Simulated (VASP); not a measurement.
# Mg2O (P4/nmm) in VASP: a series of runs

Runs on Mg2O. Level: PBE. Tasks: relaxation of cell and atoms, single point.

Program: VASP 6.6.1. These are calculated values, not measurements. Logs are shortened: lines on timing, memory, paths and dates and some standing lists are left out, and cuts for length are marked.

### Step 1. The cell of the first run

Symmetry: P4/nmm, No. 129, tetragonal system. Conventional cell: a = 3.701 Å, b = 3.701 Å, c = 6.224 Å, α = 90.00°, β = 90.00°, γ = 90.00°. Mg (site symmetry -4m2) has 4 O at 2.57 Å and 8 Mg at 2.62 to 2.65 Å within 3.4 Å. Mg (site symmetry 4mm) has 5 O at 2.54 to 2.62 Å and 4 Mg at 2.65 Å within 3.4 Å. O (site symmetry 4mm) has 9 Mg at 2.54 to 2.62 Å within 3.4 Å.

The cell was built from a structure type or drawn by symmetry, and may not be a known phase.

### Step 2. Relaxation of cell and atoms, PBE

INCAR

```
SYSTEM = Mg2O
ALGO = Normal
EDIFF = 1E-7
EDIFFG = -0.08
ENCUT = 600
GGA = PE
GGA_COMPAT = .False.
IBRION = 2
ISIF = 3
ISMEAR = 0
LASPH = .True.
LCHARG = .False.
LREAL = .False.
LWAVE = .False.
NELM = 120
NELMIN = 4
NSW = 36
PREC = Accurate
SIGMA = 0.2
```

KPOINTS

```
k-points
0
Gamma
  4 4 3
  0 0 0
```

POSCAR

```
Mg2O
1.0
    3.7008692900      0.0000000000      0.0000000000
    0.0000000000      3.7008692900      0.0000000000
    0.0000000000      0.0000000000      6.2243125100
Mg O
4 2
Direct
    0.5000000000      0.5000000000      0.0000000000
    0.0000000000      0.0000000000      0.0000000000
    0.5000000000      0.0000000000      0.3037024700
    0.0000000000      0.5000000000      0.6962975300
    0.5000000000      0.0000000000      0.7123227700
    0.0000000000      0.5000000000      0.2876772300
```

Potentials or basis: VASP PAW PBE potentials, release 64 (Mg, O).

Command:

```sh
$ cat potpaw_PBE.64/Mg/POTCAR potpaw_PBE.64/O/POTCAR > POTCAR
$ mpirun -np 1 vasp_std > vasp.out
```

OUTCAR:

```text
SYSTEM = Mg2O
   EDIFF = 1E-7
   EDIFFG = -0.08
   ENCUT = 600
   GGA = PE
   IBRION = 2
   ISIF = 3
   ISMEAR = 0
   LASPH = .True.
   LREAL = .False.
   NELM = 120
   NELMIN = 4
   NSW = 36
   PREC = Accurate

 ion  position               nearest neighbor table
   1  0.500  0.500  0.000-   5 2.57   6 2.57   5 2.57   6 2.57   2 2.62   2 2.62   2 2.62   2 2.62
                             3 2.65   4 2.65   3 2.65   4 2.65
   2  0.000  0.000  0.000-   5 2.57   6 2.57   6 2.57   5 2.57   1 2.62   1 2.62   1 2.62   1 2.62
                             3 2.65   3 2.65   4 2.65   4 2.65
   3  0.500  0.000  0.304-   5 2.54   6 2.62   6 2.62   6 2.62   6 2.62   1 2.65   2 2.65   2 2.65
                             1 2.65   4 3.58   4 3.58   4 3.58   4 3.58
   4  0.000  0.500  0.696-   6 2.54   5 2.62   5 2.62   5 2.62   5 2.62   1 2.65   1 2.65   2 2.65
                             2 2.65   3 3.58   3 3.58   3 3.58   3 3.58
   5  0.500  0.000  0.712-   3 2.54   2 2.57   1 2.57   1 2.57   2 2.57   4 2.62   4 2.62   4 2.62
                             4 2.62
   6  0.000  0.500  0.288-   4 2.54   2 2.57   1 2.57   2 2.57   1 2.57   3 2.62   3 2.62   3 2.62
                             3 2.62

  LATTYP: Found a simple tetragonal cell.
 ALAT       =     3.7008692900
 C/A-ratio  =     1.6818514847

  Lattice vectors:

 A1 = (   3.7008692900,   0.0000000000,   0.0000000000)
 A2 = (   0.0000000000,   3.7008692900,   0.0000000000)
 A3 = (   0.0000000000,   0.0000000000,   6.2243125100)

Analysis of symmetry for initial positions (statically):
=====================================================================
 Subroutine PRICEL returns:
 Original cell was already a primitive cell.

 Routine SETGRP: Setting up the symmetry group for a
 simple tetragonal supercell.

 Subroutine GETGRP returns: Found 16 space group operations
 (whereof  8 operations were pure point group operations)
 out of a pool of 16 trial point group operations.

The static configuration has the point symmetry D_2d.
 The point group associated with its full space group is D_4h.

Analysis of symmetry for dynamics (positions and initial velocities):
=====================================================================
 Subroutine PRICEL returns:
 Original cell was already a primitive cell.

 Routine SETGRP: Setting up the symmetry group for a
 simple tetragonal supercell.

 Subroutine GETGRP returns: Found 16 space group operations
 (whereof  8 operations were pure point group operations)
 out of a pool of 16 trial point group operations.

The dynamic configuration has the point symmetry D_2d.
 The point group associated with its full space group is D_4h.

 Subroutine INISYM returns: Found 16 space group operations
 (whereof  8 operations are pure point group operations),
 and found     1 'primitive' translations

----------------------------------------------------------------------------------------

                                     Primitive cell

  volume of cell :      85.2509

  direct lattice vectors                    reciprocal lattice vectors
     3.700869290  0.000000000  0.000000000     0.270206787  0.000000000  0.000000000
     0.000000000  3.700869290  0.000000000     0.000000000  0.270206787  0.000000000
     0.000000000  0.000000000  6.224312510     0.000000000  0.000000000  0.160660314

  length of vectors
     3.700869290  3.700869290  6.224312510     0.270206787  0.270206787  0.160660314

  position of ions in fractional coordinates (direct lattice)
     0.500000000  0.500000000  0.000000000
     0.000000000  0.000000000  0.000000000
     0.500000000  0.000000000  0.303702470
     0.000000000  0.500000000  0.696297530
     0.500000000  0.000000000  0.712322770
     0.000000000  0.500000000  0.287677230

  ion indices of the primitive-cell ions
   primitive index   ion index
                 1           1
                 2           2
                 3           3
                 4           4
                 5           5
                 6           6

----------------------------------------------------------------------------------------

 KPOINTS: k-points

Automatic generation of k-mesh.
 Grid dimensions read from file:
 generate k-points for:    4    4    3

 Generating k-lattice:

  Cartesian coordinates                     Fractional coordinates (reciprocal lattice)
     0.067551697  0.000000000  0.000000000     0.250000000  0.000000000  0.000000000
     0.000000000  0.067551697  0.000000000     0.000000000  0.250000000  0.000000000
     0.000000000  0.000000000  0.053553438     0.000000000  0.000000000  0.333333333

  Length of vectors
     0.067551697  0.067551697  0.053553438

  Shift w.r.t. Gamma in fractional coordinates (k-lattice)
     0.000000000  0.000000000  0.000000000

 Subroutine IBZKPT returns following result:
 ===========================================

 Found     12 irreducible k-points:

 Following reciprocal coordinates:
            Coordinates               Weight
  0.000000  0.000000  0.000000      1.000000
  0.250000  0.000000  0.000000      4.000000
  0.500000  0.000000  0.000000      2.000000
  0.250000  0.250000  0.000000      4.000000
  0.500000  0.250000  0.000000      4.000000
  0.500000  0.500000  0.000000      1.000000
  0.000000  0.000000  0.333333      2.000000
  0.250000  0.000000  0.333333      8.000000
  0.500000  0.000000  0.333333      4.000000
  0.250000  0.250000  0.333333      8.000000
  0.500000  0.250000  0.333333      8.000000
  0.500000  0.500000  0.333333      2.000000
   k-points           NKPTS =     12   k-points in BZ     NKDIM =     12   number of bands    NBANDS=     14
   number of dos      NEDOS =    301   number of ions     NIONS =      6
   total plane-waves  NPLWV =  45000
   dimension x,y,z NGX =    30 NGY =   30 NGZ =   50
   dimension x,y,z NGXF=    60 NGYF=   60 NGZF=  100
   ions per type =               4   2
   NGX,Y,Z   is equivalent  to a cutoff of  13.48, 13.48, 13.35 a.u.
   NGXF,Y,Z  is equivalent  to a cutoff of  26.95, 26.95, 26.71 a.u.
 SYSTEM =  Mg2O
   PREC   = accura    normal or accurate (medium, high low for compatibility)
   ISTART =      0    job   : 0-new  1-cont  2-samecut
   ICHARG =      2    charge: 1-file 2-atom 10-const
   ISPIN  =      1    spin polarized calculation?
   LNONCOLLINEAR =      F non collinear calculations
   LSORBIT =      F    spin-orbit coupling
   LASPH  =      T    aspherical Exc in radial PAW
   ENCUT  =  600.0 eV  44.10 Ry    6.64 a.u.   7.39  7.39 12.43*2*pi/ulx,y,z
   NELM   =    120;   NELMIN=  4; NELMDL= -5     # of ELM steps
   EDIFF  = 0.1E-06   stopping-criterion for ELM
   LREAL  =      F    real-space projection
   EDIFFG = -.8E-01   stopping-criterion for IOM
   NSW    =     36    number of steps for IOM
   IBRION =      2    ionic relax: 0-MD 1-quasi-New 2-CG
   NFREE  =      1    steps in history (QN), initial steepest desc. (CG)
   ISIF   =      3    stress and relaxation
   ISYM   =      2    0-nonsym 1-usesym 2-fastsym
   POTIM  = 0.5000    time-step for ionic-motion
   TEBEG  =    0.0;   TEEND  =   0.0 temperature during run
   PSTRESS=    0.0 pullay stress
   NELECT =      20.0000    total number of electrons
   NUPDOWN=      -1.0000    fix difference up-down
   EMIN   =  10.00;   EMAX   =-10.00  energy-range for DOS
   EFERMI =   0.00;   METHOD = LEGACY
   ISMEAR =     0;   SIGMA  =   0.20  broadening in eV -4-tet -1-fermi 0-gaus
   EFERMI_NEDOS =   21; number of points for ismear=-14 and -15
   IALGO  =     38    algorithm
   IMIX   =      4    mixing-type and parameters
     AMIX     =   0.40;   BMIX     =  1.00
     AMIX_MAG =   1.60;   BMIX_MAG =  1.00
  volume/ion in A,a.u.               =      14.21        95.88
  Fermi-wavevector in a.u.,A,eV,Ry     =   1.009683  1.908025 13.870602  1.019461
  Thomas-Fermi vector in A             =   2.142627
   LORBIT       =      0    0 simple, 1 ext, 2 COOP (PROOUT), +10 PAW based schemes
   GGA     = PE    functional components
   LHFCALC =     F    Hartree Fock is set to
   AEXX    =    0.0000 exact exchange contribution
   IVDW    =     0    specifies the selected vdW correction
   LEPSILON=     F    determine dielectric tensor
   LRPA    =     F    only Hartree local field effects (RPA)
 conjugate gradient relaxation of ions
 non-spin polarized calculation
 Gauss-broadening in eV      SIGMA  =   0.20
  energy-cutoff  :      600.00
  volume of cell :       85.25
 maximum number of plane-waves:      2881
 NGX is ok and might be reduce to    30
   NGX = 15   NGY = 15   NGZ = 25

--------------------------------------- Ionic step        1  -------------------------------------------

 number of electron      19.9999992 magnetization

 Free energy of the ion-electron system (eV)
  ---------------------------------------------------
  ext. energy  EPLUGINS =         0.00000000
  ---------------------------------------------------
  free energy    TOTEN  =       -19.10738143 eV

  energy without entropy =      -19.10647132  energy(sigma->0) =      -19.10692637

------------------------ aborting loop because EDIFF is reached ----------------------------------------

  FORCE on cell =-STRESS in cart. coord.  units (eV):
  Direction    XX          YY          ZZ          XY          YZ          ZX
  --------------------------------------------------------------------------------------
  -------------------------------------------------------------------------------------
  Total        1.5272622      1.5272622      6.1351733      0.0000000      0.0000000     -0.0000000
  in kB       28.7028689     28.7028689    115.3024500      0.0000000      0.0000000     -0.0000000
  external PRESSURE =      57.5693960 kB  Pullay stress =       0.0000000 kB
[... 101 lines left out ...]
  FREE ENERGIE OF THE ION-ELECTRON SYSTEM (eV)
  ---------------------------------------------------
  free  energy   TOTEN  =       -20.6421580146 eV

  energy  without entropy=      -20.6356661930  energy(sigma->0) =      -20.63891210

[... ionic steps 4 to 12 ...]

--------------------------------------- Ionic step       13  -------------------------------------------

 number of electron      20.0000007 magnetization

------------------------ aborting loop because EDIFF is reached ----------------------------------------
[... 75 lines left out ...]
--------------------------------------- Ionic step       15  -------------------------------------------

 number of electron      20.0000011 magnetization

 Free energy of the ion-electron system (eV)
  ---------------------------------------------------
  ext. energy  EPLUGINS =         0.00000000
  ---------------------------------------------------
  free energy    TOTEN  =       -21.60414085 eV

  energy without entropy =      -21.60387584  energy(sigma->0) =      -21.60400835

 E-fermi :   3.9620     XC(G=0):  -9.5428

 val. band max:        3.6028850279   @ k =   0.0000   0.0000   0.0000
 cond. band min:       4.3782024488   @ k =   0.5000   0.5000   0.0000
 fundamental gap:      0.7753174209
 Fermi energy:         3.9619991035

 k-point     1 :       0.0000    0.0000    0.0000
  band No.  band energies     occupation
      1     -14.1903      2.00000
      2     -13.6874      2.00000
      3      -2.9764      2.00000
      4      -0.4483      2.00000
      5       0.1022      2.00000
      6       0.4667      2.00000
      7       0.4667      2.00000
      8       1.2313      2.00000
      9       1.2313      2.00000
     10       3.6029      1.98889
     11       5.0435      0.00000
     12       8.0484      0.00000
     13       8.0484      0.00000
     14       8.8488      0.00000
[... 218 lines left out ...]
  FREE ENERGIE OF THE ION-ELECTRON SYSTEM (eV)
  ---------------------------------------------------
  free  energy   TOTEN  =       -21.6041408549 eV

  energy  without entropy=      -21.6038758432  energy(sigma->0) =      -21.60400835

 reached required accuracy - stopping structural energy minimisation
```

Wall time 1.8 min (1 thread of Intel Xeon 6975P-C (Granite Rapids), shared host); peak memory 0.21 GiB.

What came out:

```
Free energy                           : -21.6041 eV
Relaxed volume                        : 14.44 Å³/atom
Relaxed cell                          : a = 3.543 Å, b = 3.543 Å, c = 6.901 Å, α = 90.00°, β = 90.00°, γ = 90.00°
Space group after relaxing (to 0.1 Å) : P4/nmm (No. 129)
Energy gained by relaxing             : 416.1 meV/atom
Ionic steps                           : 15
Pressure after relaxing               : 0.3 GPa
Largest force after relaxing          : 0.078 eV/Å
Band gap on the k mesh                : 0.78 eV (least direct gap 1.03 eV)
```

Forces on the atoms (eV/Å):
```
Mg   0.000  0.000  0.000
Mg   0.000  0.000  0.000
Mg   0.000  0.000  0.078
Mg   0.000  0.000 -0.078
O    0.000  0.000 -0.017
O    0.000  0.000  0.017
```

Step by step:
```tsv
step	energy change (eV)	largest force (eV/Å)	pressure (GPa)	volume (Å³)
1	0.0000	4.0746	5.76	85.25
2	-1.3132	1.7778	-3.39	91.67
3	-1.5348	1.5081	-6.18	95.29
4	-1.5510	1.5712	-6.72	96.30
5	-2.1919	1.1439	-1.26	88.72
6	-2.2133	0.7585	0.69	87.21
7	-2.2143	0.8424	0.30	87.49
8	-2.3137	0.4957	0.50	87.51
9	-2.3470	0.3492	0.87	87.53
10	-2.4034	0.2703	-0.85	88.45
11	-2.4078	0.4932	-1.44	88.81
12	-2.4572	0.4045	-0.74	87.60
13	-2.4869	0.2922	0.53	85.91
14	-2.4871	0.2787	0.73	85.69
15	-2.4968	0.0784	0.28	86.62
```

Final structure:
```yaml
crystal:
  lattice:
    - [3.54272, 0.00000, 0.00000]
    - [0.00000, 3.54272, 0.00000]
    - [0.00000, 0.00000, 6.90123]
  atoms:
    - { symbol: Mg, position: [0.50000, 0.50000, 0.00000] }
    - { symbol: Mg, position: [0.00000, 0.00000, 0.00000] }
    - { symbol: Mg, position: [0.50000, 0.00000, 0.36477] }
    - { symbol: Mg, position: [0.00000, 0.50000, 0.63523] }
    - { symbol: O, position: [0.50000, 0.00000, 0.65165] }
    - { symbol: O, position: [0.00000, 0.50000, 0.34835] }
```

Caveat: the k points lie up to 0.44 Å⁻¹ apart in the final cell; an odd mesh through Γ misses points on the zone boundary, where band edges can lie; the relaxation stopped at a loose force limit of 0.08 eV/Å, so its end isn't a converged minimum.

### Step 3. Single point, PBE

This run uses another cell than the first one, of 13.87 Å³/atom.

INCAR

```
PREC = Accurate ; ENCUT = 520
EDIFF = 1E-6 ; ISMEAR = 0
SIGMA = 0.2 ; LREAL = F
LASPH = T ; NELM = 80
ALGO = Normal ; ISIF = 2
LWAVE = F ; LCHARG = F
GGA = PE ; NBANDS = 19
```

KPOINTS

```
Automatic mesh
0
Gamma
  5 5 2
```

POSCAR

```
Mg2O
1.0
    3.0479281956      0.0000000000      0.0000000000
    0.0000000000      3.0479281956      0.0000000000
    0.0000000000      0.0000000000      8.9550534089
Mg O
4 2
Direct
    0.5000000000      0.0000000000      0.1183405525
    0.0000000000      0.5000000000      0.8816594475
    0.0000000000      0.5000000000      0.3748552781
    0.5000000000      0.0000000000      0.6251447219
    0.5000000000      0.0000000000      0.8812472425
    0.0000000000      0.5000000000      0.1187527575
```

Potentials or basis: VASP PAW PBE potentials, release 64 (Mg, O).

Command:

```sh
$ cat potpaw_PBE.64/Mg/POTCAR potpaw_PBE.64/O/POTCAR > POTCAR
$ mpirun -np 1 vasp_std > vasp.out
```

Run time: 20 s. Hardware: 1 thread of Intel Xeon 8259CL, shared host; peak memory 0.19 GiB.

Results (log left out):

```
Free energy            : -25.6631 eV
Pressure               : -0.5 GPa
Largest force          : 0.021 eV/Å
Band gap on the k mesh : zero (bands 10 and 11 overlap by 1.28 eV)
```

Forces in eV/Å, atoms in the order of the input:
```
Mg   0.000  0.000  0.007
Mg   0.000  0.000 -0.007
Mg   0.000  0.000  0.010
Mg   0.000  0.000 -0.010
O    0.000  0.000 -0.021
O    0.000  0.000  0.021
```

Stress tensor (GPa, compression positive):
```
-0.71  0.00  0.00
 0.00 -0.71  0.00
 0.00  0.00 -0.19
```

Levels at points of the mesh, in eV from the Fermi level:
| k point | band 7 | band 8 | band 9 | band 10 | band 11 | band 12 | band 13 | band 14 |
| --- | --- | --- | --- | --- | --- | --- | --- | --- |
| (0.00, 0.00, 0.00) | -4.74 | -4.08 | -4.08 | -2.04 | -0.61 | 4.18 | 4.53 | 5.68 |
| (0.00, 0.00, 0.50) | -4.64 | -4.08 | -4.08 | -3.26 | 0.80 | 2.39 | 5.87 | 6.26 |

Caveat: the k points lie up to 0.41 Å⁻¹ apart, too coarse for converged energies and pressures of a metal.
